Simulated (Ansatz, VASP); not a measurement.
## One calculation of Cu, two programs

```
Cu
1.0
     0.00000    1.78511    1.78511
     1.78511    0.00000    1.78511
     1.78511    1.78511    0.00000
Cu
1
Cartesian
  0.0000 0.0000 0.0000
```

Alike in both runs: functional PBEsol; k mesh 8 × 8 × 8; occupations gaussian, width 0.1 eV; no spin polarisation.

Ansatz relaxed the structure, and its values are those at the end. VASP's run is a single point on that final structure, the one shown.

```csv
,VASP,Ansatz
version,VASP 6.6.1,Ansatz 0.2.0
potentials or method,"VASP PAW PBE potentials, release 64 (Cu), cutoff 600 eV","scalar-relativistic, plane waves, PAW"
valence electrons in the cell,11,19
```

VASP gave:

```
gap on the k mesh at the Fermi level (eV) : none
pressure (GPa)                            : 0.8
```

Problem. What did Ansatz give for the same quantities?

Solution. gap on the k mesh at the Fermi level (eV): none; pressure (GPa): 0.0.

VASP's potentials were made for PBE, not for PBEsol. A gap of «none» marks a metal or a gap that the smearing closes. VASP's potentials hold 11 valence electrons a cell and Ansatz's 19, so a difference there can come from the potentials and not from the codes.

The k mesh is coarse, so the values compare programs but aren't converged.
